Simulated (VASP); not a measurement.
# Si (P6/mmm) in VASP: elastic constants with LDA

Aim: the elastic constants of Si with LDA.

Everything below comes from runs of VASP 6.6.1. Logs are shortened: lines on timing, memory, paths and dates and some standing lists are left out, and cuts for length are marked.

## (1) The cell of the first run

It takes space group P6/mmm (No. 191, hexagonal). The conventional cell has a = 2.527 Å, b = 2.527 Å, c = 2.373 Å, α = 90.00°, β = 90.00°, γ = 120.00°. Within 3.1 Å of Si (site symmetry 6/mmm) lie 8 Si at 2.37 to 2.53 Å.

## (2) Elastic constants, LDA

INCAR reads:

```
PREC = Accurate
ENCUT = 600
EDIFF = 1E-8
ISMEAR = -1
SIGMA = 0.1
LREAL = F
LASPH = T
NELM = 100
ALGO = Normal
ISIF = 3
LWAVE = F
LCHARG = F
IBRION = 6
NFREE = 2
POTIM = 0.015
NSW = 1
```

KPOINTS reads:

```
Automatic mesh
0
Gamma
  20 20 18
```

POSCAR reads:

```
Si
1.0
    2.5270000000      0.0000000000      0.0000000000
   -1.2635000000      2.1884462000      0.0000000000
    0.0000000000      0.0000000000      2.3730000000
Si
1
Direct
    0.0000000000      0.0000000000      0.0000000000
```

Potentials or basis: VASP PAW LDA potentials, release 64 (Si).

The run is started by

```
$ cat potpaw_LDA.64/Si/POTCAR > POTCAR
$ mpirun -np 1 vasp_std > vasp.out
```

OUTCAR:

```text
PREC = Accurate
   ENCUT = 600
   EDIFF = 1E-8
   ISMEAR = -1
   LREAL = F
   LASPH = T
   NELM = 100
   ISIF = 3
   IBRION = 6
   NFREE = 2
   POTIM = 0.015
   NSW = 1

 ion  position               nearest neighbor table
   1  0.000  0.000  0.000-

  LATTYP: Found a hexagonal cell.
 ALAT       =     2.5270000000
 C/A-ratio  =     0.9390581717

  Lattice vectors:

 A1 = (   2.5270000000,   0.0000000000,   0.0000000000)
 A2 = (  -1.2635000000,   2.1884462000,   0.0000000000)
 A3 = (   0.0000000000,   0.0000000000,   2.3730000000)

Analysis of symmetry for initial positions (statically):
=====================================================================
 Subroutine PRICEL returns:
 Original cell was already a primitive cell.

 Routine SETGRP: Setting up the symmetry group for a
 hexagonal supercell.

 Subroutine GETGRP returns: Found 24 space group operations
 (whereof 24 operations were pure point group operations)
 out of a pool of 24 trial point group operations.

The static configuration has the point symmetry D_6h.

Analysis of symmetry for dynamics (positions and initial velocities):
=====================================================================
 Subroutine PRICEL returns:
 Original cell was already a primitive cell.

 Routine SETGRP: Setting up the symmetry group for a
 hexagonal supercell.

 Subroutine GETGRP returns: Found 24 space group operations
 (whereof 24 operations were pure point group operations)
 out of a pool of 24 trial point group operations.

The dynamic configuration has the point symmetry D_6h.

 Subroutine INISYM returns: Found 24 space group operations
 (whereof 24 operations are pure point group operations),
 and found     1 'primitive' translations

----------------------------------------------------------------------------------------

                                     Primitive cell

  volume of cell :      13.1232

  direct lattice vectors                    reciprocal lattice vectors
     2.527000000  0.000000000  0.000000000     0.395726157  0.228472603  0.000000000
    -1.263500000  2.188446200  0.000000000     0.000000000  0.456945206  0.000000000
     0.000000000  0.000000000  2.373000000     0.000000000  0.000000000  0.421407501

  length of vectors
     2.527000000  2.527000004  2.373000000     0.456945207  0.456945206  0.421407501

  position of ions in fractional coordinates (direct lattice)
     0.000000000  0.000000000  0.000000000

  ion indices of the primitive-cell ions
   primitive index   ion index
                 1           1

----------------------------------------------------------------------------------------

 KPOINTS: Automatic mesh

Automatic generation of k-mesh.
 Grid dimensions read from file:
 generate k-points for:   20   20   18

 Generating k-lattice:

  Cartesian coordinates                     Fractional coordinates (reciprocal lattice)
     0.019786308  0.011423630  0.000000000     0.050000000  0.000000000  0.000000000
     0.000000000  0.022847260  0.000000000     0.000000000  0.050000000  0.000000000
     0.000000000  0.000000000  0.023411528     0.000000000  0.000000000  0.055555556

  Length of vectors
     0.022847260  0.022847260  0.023411528

  Shift w.r.t. Gamma in fractional coordinates (k-lattice)
     0.000000000  0.000000000  0.000000000

 Subroutine IBZKPT returns following result:
 ===========================================

[... 81 lines left out ...]
  volume of cell :       13.12
 maximum number of plane-waves:       450
   NGX = 11   NGY = 11   NGZ =  9

--------------------------------------- Ionic step        1  -------------------------------------------

 number of electron       4.0000000 magnetization

 Free energy of the ion-electron system (eV)
  ---------------------------------------------------
  ext. energy  EPLUGINS =         0.00000000
  ---------------------------------------------------
  free energy    TOTEN  =        -5.68119034 eV

  energy without entropy =       -5.67066772  energy(sigma->0) =       -5.67592903

------------------------ aborting loop because EDIFF is reached ----------------------------------------

  FORCE on cell =-STRESS in cart. coord.  units (eV):
  Direction    XX          YY          ZZ          XY          YZ          ZX
  --------------------------------------------------------------------------------------
  -------------------------------------------------------------------------------------
  Total        1.2452341      1.2452341      1.3470429      0.0000000      0.0000000      0.0000000
  in kB      152.0277007    152.0277013    164.4573015      0.0000000      0.0000000      0.0000000
  external PRESSURE =     156.1709012 kB  Pullay stress =       0.0000000 kB
[... 86 lines left out ...]
  FREE ENERGIE OF THE ION-ELECTRON SYSTEM (eV)
  ---------------------------------------------------
  free  energy   TOTEN  =        -5.6595967127 eV

  energy  without entropy=       -5.6490295570  energy(sigma->0) =       -5.65431313

[... ionic steps 4 to 14 ...]

--------------------------------------- Ionic step       15  -------------------------------------------

 number of electron       4.0000000 magnetization

------------------------ aborting loop because EDIFF is reached ----------------------------------------
[... 65 lines left out ...]
--------------------------------------- Ionic step       17  -------------------------------------------

 number of electron       4.0000000 magnetization

 Free energy of the ion-electron system (eV)
  ---------------------------------------------------
  ext. energy  EPLUGINS =         0.00000000
  ---------------------------------------------------
  free energy    TOTEN  =        -5.68119014 eV

  energy without entropy =       -5.67066753  energy(sigma->0) =       -5.67592884

 E-fermi :  11.1956     XC(G=0): -11.6016

 val. band max:       11.1896482207   @ k =   0.3500   0.2000   0.5000
 cond. band min:      11.2102193289   @ k =   0.3500   0.2000   0.4444
 fundamental gap:      0.0205711081
 Fermi energy:        11.1955996454

 k-point     1 :       0.0000    0.0000    0.0000
  band No.  band energies     occupation
      1      -3.9380      2.00000
      2      18.8007      0.00000
      3      19.9986      0.00000
      4      22.6111      0.00000
      5      22.6111      0.00000
      6      23.8490      0.00000
[... 199 lines left out ...]
 k-point    24 :       0.2500    0.1000    0.0000
  band No.  band energies     occupation
      1      -1.0188      2.00000
      2      10.4392      1.99896
      3      14.5406      0.00000
      4      21.6631      0.00000
      5      22.4207      0.00000
      6      26.2805      0.00000

 [... further k-points ...]
[... 5 lines left out ...]
  --------------------------------------------------------------------------------------
  -------------------------------------------------------------------------------------
  Total        1.2452508      1.2452508      1.3470464      0.0000000     -0.0000000      0.0000000
  in kB      152.0297466    152.0297472    164.4577280      0.0000000     -0.0000000      0.0000000
  external PRESSURE =     156.1724073 kB  Pullay stress =       0.0000000 kB
[... 16 lines left out ...]
  FREE ENERGIE OF THE ION-ELECTRON SYSTEM (eV)
  ---------------------------------------------------
  free  energy   TOTEN  =        -5.6811901424 eV

  energy  without entropy=       -5.6706675345  energy(sigma->0) =       -5.67592884

 INTERNAL STRAIN TENSORS FROM STRAINED CELLS
 ============================================

 INTERNAL STRAIN TENSOR FOR ION    1 for displacements in x,y,z  (eV/Angst):
          X           Y           Z          XY          YZ          ZX
  --------------------------------------------------------------------------------
  x     0.00000    -0.00000    -0.00000    -0.00000     0.00000     0.00000
  y     0.00000     0.00000     0.00000     0.00000     0.00000     0.00000
  z     0.00000     0.00000     0.00000     0.00000     0.00000     0.00000

 INTERNAL STRAIN TENSORS FROM DISPLACED ATOMS
 ============================================

 INTERNAL STRAIN TENSOR FOR ION    1 for displacements in x,y,z  (eV/Angst):
          X           Y           Z          XY          YZ          ZX
  --------------------------------------------------------------------------------
  x     0.00000     0.00000     0.00000     0.00000     0.00000     0.00000
  y     0.00000     0.00000     0.00000     0.00000     0.00000     0.00000
  z     0.00000     0.00000     0.00000     0.00000     0.00000     0.00000

 Eigenvectors and eigenvalues of the dynamical matrix
 ----------------------------------------------------

   1 f/i=    0.000000 THz     0.000000 2PiTHz    0.000000 cm-1     0.000000 meV
             X         Y         Z           dx          dy          dz
      0.000000  0.000000  0.000000     0.000000    0.000000    1.000000

   2 f/i=    0.000000 THz     0.000000 2PiTHz    0.000000 cm-1     0.000000 meV
             X         Y         Z           dx          dy          dz
      0.000000  0.000000  0.000000    -1.000000    0.000000    0.000000

   3 f/i=    0.000000 THz     0.000000 2PiTHz    0.000000 cm-1     0.000000 meV
             X         Y         Z           dx          dy          dz
      0.000000  0.000000  0.000000    -0.000000   -1.000000    0.000000

--------------------------------------------------------------------------------------------------------

 ELASTIC MODULI CONTR FROM IONIC RELAXATION (kBar)
 Direction    XX          YY          ZZ          XY          YZ          ZX
 --------------------------------------------------------------------------------
 XX           0.0000      0.0000      0.0000      0.0000      0.0000      0.0000
 YY           0.0000      0.0000      0.0000      0.0000      0.0000      0.0000
 ZZ           0.0000      0.0000      0.0000      0.0000      0.0000      0.0000
 XY           0.0000      0.0000      0.0000      0.0000      0.0000      0.0000
 YZ           0.0000      0.0000      0.0000      0.0000      0.0000      0.0000
 ZX           0.0000      0.0000      0.0000      0.0000      0.0000      0.0000
 --------------------------------------------------------------------------------

 TOTAL ELASTIC MODULI (kBar)
 Direction    XX          YY          ZZ          XY          YZ          ZX
 --------------------------------------------------------------------------------
 XX        2910.2143   1199.3624    604.4480      0.0000      0.0000      0.0000
 YY        1199.3624   2910.2143    604.4480      0.0000      0.0000      0.0000
 ZZ         604.4480    604.4480   4472.5857      0.0000      0.0000      0.0000
 XY          -0.0000      0.0000      0.0000    855.4260      0.0000      0.0000
 YZ           0.0000      0.0000      0.0000      0.0000    893.9664      0.0000
 ZX           0.0000      0.0000      0.0000      0.0000      0.0000    893.9664
 --------------------------------------------------------------------------------
```

Wall time 7.6 min (1 thread of Intel Xeon Platinum 8488C (Sapphire Rapids), shared host); peak memory 0.4 GiB.

What came out:

| Item | Value |
| --- | --- |
| Voigt bulk modulus | 168 GPa |

Elastic tensor in Voigt notation (GPa, in the Cartesian axes of the cell as first typed):
```
291 120  60   0   0   0
120 291  60   0   0   0
 60  60 447   0   0   0
  0   0   0  89   0   0
  0   0   0   0  89   0
  0   0   0   0   0  86
```

Clamped-ion elastic tensor (GPa):
```
291 120  60   0   0   0
120 291  60   0   0   0
 60  60 447   0   0   0
  0   0   0  89   0   0
  0   0   0   0  89   0
  0   0   0   0   0  86
```

Caveat: the cell is under stress, which shifts elastic constants.
